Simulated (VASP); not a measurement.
# Ga2O3 (P-3m1) in VASP: dielectric tensor with PBE

Aim: the dielectric tensor of Ga2O3 with PBE.

All numbers are computed with VASP 6.6.1; they aren't measurements. Logs are shortened: lines on timing, memory, paths and dates and some standing lists are left out, and cuts for length are marked.

## 1. The cell of the first run

The structure is trigonal, space group P-3m1 (No. 164). The conventional cell has a = 2.991 Å, b = 2.991 Å, c = 6.846 Å, α = 90.00°, β = 90.00°, γ = 120.00°. Ga (site symmetry 3m) has 6 O at 1.87 to 2.22 Å within 2.5 Å. Within 3.0 Å of O (site symmetry -3m) lie 6 Ga at 2.22 Å and 12 O at 2.73 to 2.99 Å. Within 2.5 Å of O (site symmetry 3m) lie 3 Ga at 1.87 Å.

## 2. Dielectric tensor, PBE

Input file INCAR:

```
PREC = Accurate ; ENCUT = 520
EDIFF = 1E-8 ; ISMEAR = 0
SIGMA = 0.01 ; LREAL = False
LASPH = True ; NELM = 100
ALGO = Normal ; ISIF = 2
LWAVE = False ; LCHARG = False
GGA = PE ; LEPSILON = True
```

Input file KPOINTS:

```
Automatic mesh
0
Gamma
  9 9 4
```

Input file POSCAR:

```
Ga2O3
1.0
    2.9909457806      0.0000000000      0.0000000000
   -1.4954728903      2.5902350273      0.0000000000
    0.0000000000      0.0000000000      6.8458074855
Ga O
2 3
Direct
    0.3333333333      0.6666666667      0.2039192948
    0.6666666667      0.3333333333      0.7960807052
    0.0000000000      0.0000000000      0.0000000000
    0.3333333333      0.6666666667      0.6915990720
    0.6666666667      0.3333333333      0.3084009280
```

Potentials or basis: VASP PAW PBE potentials, release 64 (Ga_d, O).

Run with:

```sh
$ cat potpaw_PBE.64/Ga_d/POTCAR potpaw_PBE.64/O/POTCAR > POTCAR
$ mpirun -np 1 vasp_std > vasp.out
```

OUTCAR:

```text
PREC = Accurate
   ENCUT = 520
   EDIFF = 1E-8
   ISMEAR = 0
   LREAL = False
   LASPH = True
   NELM = 100
   ISIF = 2
   GGA = PE
   LEPSILON = True

 ion  position               nearest neighbor table
   1  0.333  0.667  0.204-   5 1.87   5 1.87   5 1.87   3 2.22   3 2.22   3 2.22
   2  0.667  0.333  0.796-   4 1.87   4 1.87   4 1.87   3 2.22   3 2.22   3 2.22
   3  0.000  0.000  0.000-   1 2.22   2 2.22   1 2.22   2 2.22   2 2.22   1 2.22
   4  0.333  0.667  0.692-   2 1.87   2 1.87   2 1.87
   5  0.667  0.333  0.308-   1 1.87   1 1.87   1 1.87

  LATTYP: Found a hexagonal cell.
 ALAT       =     2.9909457806
 C/A-ratio  =     2.2888437263

  Lattice vectors:

 A1 = (   2.9909457806,   0.0000000000,   0.0000000000)
 A2 = (  -1.4954728903,   2.5902350273,   0.0000000000)
 A3 = (   0.0000000000,   0.0000000000,   6.8458074855)

Analysis of symmetry for initial positions (statically):
=====================================================================
 Subroutine PRICEL returns:
 Original cell was already a primitive cell.

 Routine SETGRP: Setting up the symmetry group for a
 hexagonal supercell.

 Subroutine GETGRP returns: Found 12 space group operations
 (whereof 12 operations were pure point group operations)
 out of a pool of 24 trial point group operations.

The static configuration has the point symmetry D_3d.

Analysis of symmetry for dynamics (positions and initial velocities):
=====================================================================
 Subroutine PRICEL returns:
 Original cell was already a primitive cell.

 Routine SETGRP: Setting up the symmetry group for a
 hexagonal supercell.

 Subroutine GETGRP returns: Found 12 space group operations
 (whereof 12 operations were pure point group operations)
 out of a pool of 24 trial point group operations.

The dynamic configuration has the point symmetry D_3d.

 Subroutine INISYM returns: Found 12 space group operations
 (whereof 12 operations are pure point group operations),
 and found     1 'primitive' translations

----------------------------------------------------------------------------------------

                                     Primitive cell
[... 868 lines left out ...]
      1.49547      0.86341      2.11125         0.000000      0.000000      0.481094
 -----------------------------------------------------------------------------------
    total drift:                                0.000000     -0.000000      0.000000

  FREE ENERGIE OF THE ION-ELECTRON SYSTEM (eV)
  ---------------------------------------------------
  free  energy   TOTEN  =       -28.9921029124 eV

  energy  without entropy=      -28.9921029124  energy(sigma->0) =      -28.99210291

 HEAD OF MICROSCOPIC STATIC DIELECTRIC TENSOR (INDEPENDENT PARTICLE, excluding Hartree and local field effects)
 ------------------------------------------------------
           4.398695    -0.000000    -0.000000
          -0.000000     4.398695    -0.000000
           0.000000    -0.000000     4.107641
 ------------------------------------------------------

 Free energy of the ion-electron system (eV)
  ---------------------------------------------------
  ---------------------------------------------------
  free energy    TOTEN  =        -0.51977711 eV

  energy without entropy =       -0.51977711

------------------------ aborting loop because EDIFF is reached ----------------------------------------

--------------------------------------- Ionic step        2  -------------------------------------------

------------------------ aborting loop because EDIFF is reached ----------------------------------------

--------------------------------------- Ionic step        3  -------------------------------------------

 Free energy of the ion-electron system (eV)
  ---------------------------------------------------
  ---------------------------------------------------
  free energy    TOTEN  =        -0.37866330 eV

  energy without entropy =       -0.37866330

------------------------ aborting loop because EDIFF is reached ----------------------------------------

 PIEZOELECTRIC TENSOR FIELD DIRECTION 3  (e Angst)
 -----------------------------------------------------------------------------
     0.03628 -0.00000 -0.00000           ( -0.00001  0.00000  0.00000)
    -0.00000  0.03628 -0.00000           ( -0.00000 -0.00001  0.00000)
    -0.00000 -0.00000 -0.06679           (  0.00000  0.00000 -0.00001)

 PIEZOELECTRIC TENSOR FIELD DIRECTION 3  (C/m^2)
 -----------------------------------------------------------------------------
     0.01096 -0.00000 -0.00000
    -0.00000  0.01096 -0.00000
    -0.00000 -0.00000 -0.02018

 MACROSCOPIC STATIC DIELECTRIC TENSOR (including local field effects in DFT)
 ------------------------------------------------------
           4.309143     0.000000    -0.000000
           0.000000     4.309143     0.000000
           0.000000     0.000000     3.393785
 ------------------------------------------------------

 PIEZOELECTRIC TENSOR (including local field effects)  for field in x, y, z        (e  Angst)
          XX          YY          ZZ          XY          YZ          ZX
  --------------------------------------------------------------------------------
  x     0.00000     0.00000     0.00000     0.00000     0.00000     0.00000
  y     0.00000     0.00000     0.00000     0.00000     0.00000     0.00000
  z     0.00000     0.00000     0.00000     0.00000     0.00000     0.00000

 PIEZOELECTRIC TENSOR (including local field effects)  for field in x, y, z        (C/m^2)
          XX          YY          ZZ          XY          YZ          ZX
  --------------------------------------------------------------------------------
  x     0.00000     0.00000     0.00000     0.00000     0.00000     0.00000
  y     0.00000     0.00000     0.00000     0.00000     0.00000     0.00000
  z     0.00000     0.00000     0.00000     0.00000     0.00000     0.00000

 BORN EFFECTIVE CHARGES (including local field effects) (in |e|, cummulative output)
 ---------------------------------------------------------------------------------
 ion    1
    1     3.36431     0.00000     0.00000
    2     0.00000     3.36431     0.00000
    3     0.00000     0.00000     2.22925
 ion    2
    1     3.36431     0.00000     0.00000
    2     0.00000     3.36431     0.00000
    3     0.00000     0.00000     2.22925
 ion    3
    1    -2.55022     0.00000     0.00000
    2     0.00000    -2.55022     0.00000
    3     0.00000     0.00000    -1.78617
 ion    4
    1    -2.08920     0.00000     0.00000
    2     0.00000    -2.08920    -0.00000
    3     0.00000    -0.00000    -1.33616
 ion    5
    1    -2.08920     0.00000     0.00000
    2     0.00000    -2.08920    -0.00000
    3     0.00000    -0.00000    -1.33616
```

stdout:

```text
POSCAR found type information on POSCAR GaO
 POSCAR found :  2 types and       5 ions
 scaLAPACK will be used
 LDA part: xc-table for (Slater+PW92), standard interpolation
 POSCAR, INCAR and KPOINTS ok, starting setup
 FFT: planning ... GRIDC
 FFT: planning ... GRID_SOFT
 FFT: planning ... GRID
 WAVECAR not read
[... 38 lines left out ...]
 Linear response to external field (no local field effect), progress :
  Direction:   3
 dielectric tensor                  component  3 :    -0.054    -0.057     4.108
 Linear response to external field, progress :
  Direction:   1
 dielectric tensor                  component  1 :     4.309    -0.422    -0.006
 Linear response to external field, progress :
  Direction:   2
 dielectric tensor                  component  2 :    -0.421     4.309     0.000
 Linear response to external field, progress :
  Direction:   3
 dielectric tensor                  component  3 :    -0.050    -0.056     3.394
 Born effective charges drift removed
```

Wall time 5.9 min (1 thread of Intel Xeon 6975P-C (Granite Rapids), shared host); peak memory 0.45 GiB.

Results:

- Band gap on the k mesh: 2.49 eV
- Electronic dielectric tensor (diagonal): 4.31, 4.31, 3.39
- Born charges (mean of the diagonal): Ga +2.99; O -2.30, -1.84 (each value once) e

Electronic dielectric tensor:
```
4.31 0.00 0.00
0.00 4.31 0.00
0.00 0.00 3.39
```

Born effective charge tensors (e):
atom 1, Ga
```
3.36 0.00 0.00
0.00 3.36 0.00
0.00 0.00 2.23
```
atom 2, Ga
```
3.36 0.00 0.00
0.00 3.36 0.00
0.00 0.00 2.23
```
atom 3, O
```
-2.55  0.00  0.00
 0.00 -2.55  0.00
 0.00  0.00 -1.79
```
atom 4, O
```
-2.09  0.00  0.00
 0.00 -2.09  0.00
 0.00  0.00 -1.34
```
atom 5, O
```
-2.09  0.00  0.00
 0.00 -2.09  0.00
 0.00  0.00 -1.34
```

Caveat: an odd mesh through Γ misses points on the zone boundary, where band edges can lie.
